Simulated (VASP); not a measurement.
# Se (C2) in VASP: further runs

Se is run at these levels: r2SCAN; tasks: electric field gradients.

All numbers are computed with VASP 6.6.1; they aren't measurements. Logs are shortened: lines on timing, memory, paths and dates and some standing lists are left out, and cuts for length are marked.

### Step 1. The cell of the first run

Symmetry: C2, No. 5, monoclinic system. The conventional cell has a = 7.803 Å, b = 4.505 Å, c = 4.979 Å, α = 90.00°, β = 90.00°, γ = 90.00°. Se (site symmetry 1) has 2 Se at 1.95 to 2.43 Å within 2.6 Å. Within 3.2 Å of Se (site symmetry 2) lie 2 Se at 2.43 Å.

### Step 2. Electric field gradients, r2SCAN (shortest bond scaled by 0.82)

File POSCAR:

```
Se
1.0
    4.5048207049      0.0000000000      0.0000000000
   -2.2524103524      3.9012891699      0.0000000000
    0.0000000000      0.0000000000      4.9787963167
Se
3
Direct
    0.1982826118      0.0196103682      0.3633333333
    0.0196103682      0.1982826118      0.6366666667
    0.7821070200      0.7821070200      0.0000000000
```

File INCAR.step1:

```
  ALGO = Normal
  EDIFF = 1E-4
  ENCUT = 520
  GGA = PE
  ISMEAR = -1
  LASPH = True
  LCHARG = False
  LREAL = False
  LWAVE = True
  NBANDS = 16
  NELM = 80
  PREC = Accurate
  SIGMA = 0.03
```

File INCAR.step2:

```
  ALGO = Normal
  EDIFF = 1E-8
  ENCUT = 520
  ISIF = 2
  ISMEAR = -1
  ISTART = 1
  LASPH = True
  LCHARG = False
  LEFG = True
  LMIXTAU = True
  LREAL = False
  LWAVE = False
  METAGGA = R2SCAN
  NBANDS = 16
  NELM = 80
  PREC = Accurate
  SIGMA = 0.03
```

File KPOINTS:

```
k-points
0
Gamma
  6 6 5
```

Potentials or basis: VASP PAW PBE potentials, release 64 (Se).

The run is started by

```bash
$ cat potpaw_PBE.64/Se/POTCAR > POTCAR
$ cp INCAR.step1 INCAR
$ mpirun -np 1 vasp_std > vasp.out
$ cp INCAR.step2 INCAR
$ mpirun -np 1 vasp_std > vasp.out
```

OUTCAR:

```text
EDIFF = 1E-8
   ENCUT = 520
   ISIF = 2
   ISMEAR = -1
   ISTART = 1
   LASPH = True
   LREAL = False
   METAGGA = R2SCAN
   NELM = 80
   PREC = Accurate

 ion  position               nearest neighbor table
   1  0.198  0.020  0.363-   2 1.95   3 2.43
   2  0.020  0.198  0.637-   1 1.95   3 2.43
   3  0.782  0.782  0.000-   2 2.43   1 2.43

  LATTYP: Found a hexagonal cell.
 ALAT       =     4.5048207049
 C/A-ratio  =     1.1052152001

  Lattice vectors:

 A1 = (   4.5048207049,   0.0000000000,   0.0000000000)
 A2 = (  -2.2524103524,   3.9012891699,   0.0000000000)
 A3 = (   0.0000000000,   0.0000000000,   4.9787963167)

Analysis of symmetry for initial positions (statically):
=====================================================================
 Subroutine PRICEL returns:
 Original cell was already a primitive cell.

 Routine SETGRP: Setting up the symmetry group for a
 hexagonal supercell.

 Subroutine GETGRP returns: Found  2 space group operations
 (whereof  2 operations were pure point group operations)
 out of a pool of 24 trial point group operations.

The static configuration has the point symmetry C_2 .

Analysis of symmetry for dynamics (positions and initial velocities):
=====================================================================
 Subroutine PRICEL returns:
 Original cell was already a primitive cell.

 Routine SETGRP: Setting up the symmetry group for a
 hexagonal supercell.

 Subroutine GETGRP returns: Found  2 space group operations
 (whereof  2 operations were pure point group operations)
 out of a pool of 24 trial point group operations.

The dynamic configuration has the point symmetry C_2 .

 Subroutine INISYM returns: Found  2 space group operations
 (whereof  2 operations are pure point group operations),
 and found     1 'primitive' translations

----------------------------------------------------------------------------------------

                                     Primitive cell

  volume of cell :      87.5004

  direct lattice vectors                    reciprocal lattice vectors
     4.504820705  0.000000000  0.000000000     0.221984417  0.128162763  0.000000000
    -2.252410352  3.901289170  0.000000000     0.000000000  0.256325526  0.000000000
[... 125 lines left out ...]
 number of electron      17.9999999 magnetization

 Free energy of the ion-electron system (eV)
  ---------------------------------------------------
  ext. energy  EPLUGINS =         0.00000000
  ---------------------------------------------------
  free energy    TOTEN  =       -41.43144445 eV

  energy without entropy =      -41.43144445  energy(sigma->0) =      -41.43144445

 E-fermi :   2.4917     XC(G=0):  -8.8163

 val. band max:        1.9221403000   @ k =   0.5000  -0.0000   0.4000
 cond. band min:       3.0972496348   @ k =  -0.3333  -0.1667   0.4000
 fundamental gap:      1.1751093348
 Fermi energy:         2.4917457527

 k-point     1 :       0.0000    0.0000    0.0000
  band No.  band energies     occupation
      1     -15.9952      2.00000
      2     -10.9201      2.00000
      3      -9.5108      2.00000
      4      -2.8258      2.00000
      5      -2.7870      2.00000
      6      -2.1660      2.00000
[... 433 lines left out ...]
      3      -9.1428      2.00000
      4      -3.9026      2.00000
      5      -3.3625      2.00000
      6      -2.4586      2.00000
[... 8 lines left out ...]
     15      10.8810      0.00000
     16      11.6871      0.00000

 [... further k-points ...]
[... 5 lines left out ...]
  --------------------------------------------------------------------------------------
  -------------------------------------------------------------------------------------
  Total        7.8925994      3.4214171      9.7892445     -3.8721575      4.9413455     -8.5586643
  in kB      144.5175642     62.6479114    179.2461121    -70.9011991     90.4785829   -156.7135541
  external PRESSURE =     128.8038625 kB  Pullay stress =       0.0000000 kB

 VOLUME and BASIS-vectors are now :
 -----------------------------------------------------------------------------
  energy-cutoff  :      520.00
  volume of cell :       87.50
      direct lattice vectors                 reciprocal lattice vectors
     4.504820705  0.000000000  0.000000000     0.221984417  0.128162763  0.000000000
    -2.252410352  3.901289170  0.000000000     0.000000000  0.256325526  0.000000000
     0.000000000  0.000000000  4.978796317     0.000000000  0.000000000  0.200851759

 POSITION                                       TOTAL-FORCE (eV/Angst)
 -----------------------------------------------------------------------------------
      0.84906      0.07651      1.80896         6.314929     -3.247703     -7.021100
     -0.35827      0.77356      3.16983        -5.970058      3.845037      7.021100
      1.76163      3.05123      0.00000        -0.344871     -0.597334      0.000000
 -----------------------------------------------------------------------------------
    total drift:                               -0.000018     -0.000031      0.000000

  FREE ENERGIE OF THE ION-ELECTRON SYSTEM (eV)
  ---------------------------------------------------
  free  energy   TOTEN  =       -41.4314444533 eV

  energy  without entropy=      -41.4314444529  energy(sigma->0) =      -41.43144445

 Electric field gradients (V/A^2)
---------------------------------------------------------------------
 ion       V_xx      V_yy      V_zz      V_xy      V_xz      V_yz
---------------------------------------------------------------------
   1      68.006  -247.286   179.280   106.222   107.928   245.212
   2    -260.454    81.174   179.280   -83.414  -158.396  -216.074
   3    -274.404    26.932   247.472   260.964   294.341  -169.938
---------------------------------------------------------------------

 Electric field gradients after diagonalization (V/A^2)
 (convention: |V_zz| > |V_xx| > |V_yy|)
----------------------------------------------------------------------
 ion       V_xx      V_yy      V_zz     asymmetry (V_yy - V_xx)/ V_zz
----------------------------------------------------------------------
   1     360.956     4.728  -365.684       0.974
   2     360.956     4.728  -365.684       0.974
   3     389.315   177.600  -566.915       0.373
----------------------------------------------------------------------

           NMR quadrupolar parameters

 Cq : quadrupolar parameter    Cq=e*Q*V_zz/h
 eta: asymmetry parameters     (V_yy - V_xx)/ V_zz
 Q  : nuclear electric quadrupole moment in mb (millibarn)
----------------------------------------------------------------------
 ion       Cq(MHz)       eta       Q (mb)
----------------------------------------------------------------------
   1      -0.884       0.974       1.000
   2      -0.884       0.974       1.000
   3      -1.371       0.373       1.000
----------------------------------------------------------------------
```

OUTCAR.step1:

```text
EDIFF = 1E-4
   ENCUT = 520
   GGA = PE
   ISMEAR = -1
   LASPH = True
   LREAL = False
[... 680 lines left out ...]
      0.84906      0.07651      1.80896         6.684624     -3.347041     -7.168869
     -0.35827      0.77356      3.16983        -6.240934      4.115534      7.168869
      1.76163      3.05123      0.00000        -0.443690     -0.768493      0.000000
 -----------------------------------------------------------------------------------
    total drift:                                0.000956      0.001655      0.000000

  FREE ENERGIE OF THE ION-ELECTRON SYSTEM (eV)
  ---------------------------------------------------
  free  energy   TOTEN  =        -8.8716024439 eV

  energy  without entropy=       -8.8716024389  energy(sigma->0) =       -8.87160244
```

OSZICAR.step1:

```text
N       E                     dE             d eps       ncg     rms          rms(c)
DAV:   1     0.887491609969E+02    0.88749E+02   -0.72036E+03  1760   0.928E+02
DAV:   2    -0.324083432341E+01   -0.91990E+02   -0.87731E+02  2336   0.158E+02
DAV:   3    -0.897868570217E+01   -0.57379E+01   -0.57158E+01  2312   0.450E+01
DAV:   4    -0.902193132694E+01   -0.43246E-01   -0.43241E-01  2264   0.460E+00
DAV:   5    -0.902228507772E+01   -0.35375E-03   -0.35375E-03  2368   0.409E-01    0.979E+00
DAV:   6    -0.890617628540E+01    0.11611E+00   -0.11334E-01  2256   0.184E+00    0.593E+00
DAV:   7    -0.887100042691E+01    0.35176E-01   -0.11495E-01  2208   0.195E+00    0.631E-01
DAV:   8    -0.887165547184E+01   -0.65504E-03   -0.56641E-03  2264   0.481E-01    0.192E-01
DAV:   9    -0.887160244389E+01    0.53028E-04   -0.82689E-04  2304   0.169E-01
   1 F= -.88716024E+01 E0= -.88716024E+01  d E =-.495056E-08
```

Wall time 5.3 min (1 thread of Oxide Virtual Turin-like, shared host); peak memory 0.22 GiB.

What came out:

```
Free energy                             : -41.4314 eV
Pressure                                : 12.9 GPa
Largest force                           : 9.986 eV/Å
Band gap on the k mesh                  : 1.18 eV (least direct gap 1.18 eV)
Largest electric field gradient by atom : Se -365.7, -566.9 (each value once) V/Å²
```

Forces on the atoms (eV/Å):
```
Se   6.315 -3.248 -7.021
Se  -5.970  3.845  7.021
Se  -0.345 -0.597  0.000
```

Levels at points of the mesh, in eV from the valence-band top:
```csv
k point,band 6,band 7,band 8,band 9,band 10,band 11,band 12,band 13
"(0.00, 0.00, 0.00)",-4.09,-2.69,-1.94,-0.46,2.06,2.15,4.77,5.99
"(0.50, 0.00, 0.00)",-3.87,-3.00,-2.40,-1.01,2.42,4.00,4.72,6.66
"(0.50, 0.50, 0.00)",-4.44,-2.17,-1.70,-1.08,2.13,2.72,5.56,6.41
```

Electric field gradients, principal values (V/Å²):
```
atom    least   middle  greatest (by size)
1 Se    4.728  360.956            -365.684
2 Se    4.728  360.956            -365.684
3 Se  177.600  389.315            -566.915
```

Caveat: the cell differs from its parent crystal (shortest bond scaled by 0.82); the stress differs along the axes, from 6 to 18 GPa; without QUAD_EFG the Cq values of the log hold for a quadrupole moment of 1 mb, not for the nuclei; the PAW data sets were made with another functional, which shifts forces and pressure a little. A k mesh can miss the band edges.

### Step 3. Electric field gradients, r2SCAN (shortest bond scaled by 0.76)

File POSCAR:

```
Se
1.0
    4.5048207049      0.0000000000      0.0000000000
   -2.2524103524      3.9012891699      0.0000000000
    0.0000000000      0.0000000000      4.9787963167
Se
3
Direct
    0.1917458224      0.0261471576      0.3733333333
    0.0261471576      0.1917458224      0.6266666667
    0.7821070200      0.7821070200      0.0000000000
```

File INCAR.step1:

```
SYSTEM = Se
PREC = Accurate
ENCUT = 520
ISMEAR = -1
SIGMA = 0.03
LREAL = .False.
LASPH = .True.
NELM = 100
NBANDS = 16
GGA = PE
ALGO = Normal
EDIFF = 1E-4
LWAVE = .True.
LCHARG = .False.
```

File INCAR.step2:

```
SYSTEM = Se
PREC = Accurate
ENCUT = 520
EDIFF = 1E-8
ISMEAR = -1
SIGMA = 0.03
LREAL = .False.
LASPH = .True.
NELM = 100
ALGO = Normal
ISIF = 2
LWAVE = .False.
LCHARG = .False.
METAGGA = R2SCAN
LMIXTAU = .True.
LEFG = .True.
NBANDS = 16
ISTART = 1
```

File KPOINTS:

```
regular mesh
0
Gamma
  6 6 5
  0 0 0
```

Potentials or basis: VASP PAW PBE potentials, release 64 (Se).

The run is started by

```bash
$ cat potpaw_PBE.64/Se/POTCAR > POTCAR
$ cp INCAR.step1 INCAR
$ mpirun -np 1 vasp_std > vasp.out
$ cp INCAR.step2 INCAR
$ mpirun -np 1 vasp_std > vasp.out
```

OUTCAR:

```text
SYSTEM = Se
   PREC = Accurate
   ENCUT = 520
   EDIFF = 1E-8
   ISMEAR = -1
   LREAL = .False.
   LASPH = .True.
   NELM = 100
   ISIF = 2
   METAGGA = R2SCAN
   ISTART = 1

 ion  position               nearest neighbor table
   1  0.192  0.026  0.373-   2 1.81   3 2.46
   2  0.026  0.192  0.627-   1 1.81   3 2.46
   3  0.782  0.782  0.000-   2 2.46   1 2.46

  LATTYP: Found a hexagonal cell.
 ALAT       =     4.5048207049
 C/A-ratio  =     1.1052152001

  Lattice vectors:

 A1 = (   4.5048207049,   0.0000000000,   0.0000000000)
[... 673 lines left out ...]
  free  energy   TOTEN  =       -39.3657142753 eV

  energy  without entropy=      -39.3657142549  energy(sigma->0) =      -39.36571427

 Electric field gradients (V/A^2)
---------------------------------------------------------------------
 ion       V_xx      V_yy      V_zz      V_xy      V_xz      V_yz
---------------------------------------------------------------------
   1      22.290  -166.906   144.616   164.721   184.251   179.392
   2    -262.259   117.643   144.616     0.436   -63.232  -249.262
   3    -257.208    13.229   243.979   234.205   280.907  -162.182
---------------------------------------------------------------------

 Electric field gradients after diagonalization (V/A^2)
 (convention: |V_zz| > |V_xx| > |V_yy|)
----------------------------------------------------------------------
 ion       V_xx      V_yy      V_zz     asymmetry (V_yy - V_xx)/ V_zz
----------------------------------------------------------------------
   1    -277.244  -106.834   384.078       0.444
   2    -277.244  -106.834   384.078       0.444
   3     380.160   148.447  -528.607       0.438
----------------------------------------------------------------------

           NMR quadrupolar parameters

 Cq : quadrupolar parameter    Cq=e*Q*V_zz/h
 eta: asymmetry parameters     (V_yy - V_xx)/ V_zz
 Q  : nuclear electric quadrupole moment in mb (millibarn)
----------------------------------------------------------------------
 ion       Cq(MHz)       eta       Q (mb)
----------------------------------------------------------------------
   1       0.929       0.444       1.000
   2       0.929       0.444       1.000
   3      -1.278       0.438       1.000
----------------------------------------------------------------------
```

It took 7.7 min on 1 thread of Oxide Virtual Turin-like, shared host; peak memory 0.22 GiB.

What came out:

```yaml
Free_energy: -39.3657 eV
Pressure: 23.7 GPa
Largest_force: 20.033 eV/Å
Band_gap_on_the_k_mesh: 0.91 eV (least direct gap 0.93 eV)
Largest_electric_field_gradient_by_atom: Se +384.1, -528.6 (each value once) V/Å²
```

Forces in eV/Å, atoms in the order of the input:
```
Se   12.613  -6.724 -14.036
Se  -12.130   7.561  14.036
Se   -0.483  -0.837   0.000
```

Electric field gradients, principal values (V/Å²):
| atom | least | middle | greatest (by size) |
| --- | --- | --- | --- |
| 1 Se | -106.834 | -277.244 | 384.078 |
| 2 Se | -106.834 | -277.244 | 384.078 |
| 3 Se | 148.447 | 380.160 | -528.607 |

Caveat: the cell differs from its parent crystal (shortest bond scaled by 0.76); the stress differs along the axes, from 11 to 34 GPa; without QUAD_EFG the Cq values of the log hold for a quadrupole moment of 1 mb, not for the nuclei; the PAW data sets were made with another functional, which shifts forces and pressure a little. A k mesh can miss the band edges.

(Part 1 of 2 ends here.)
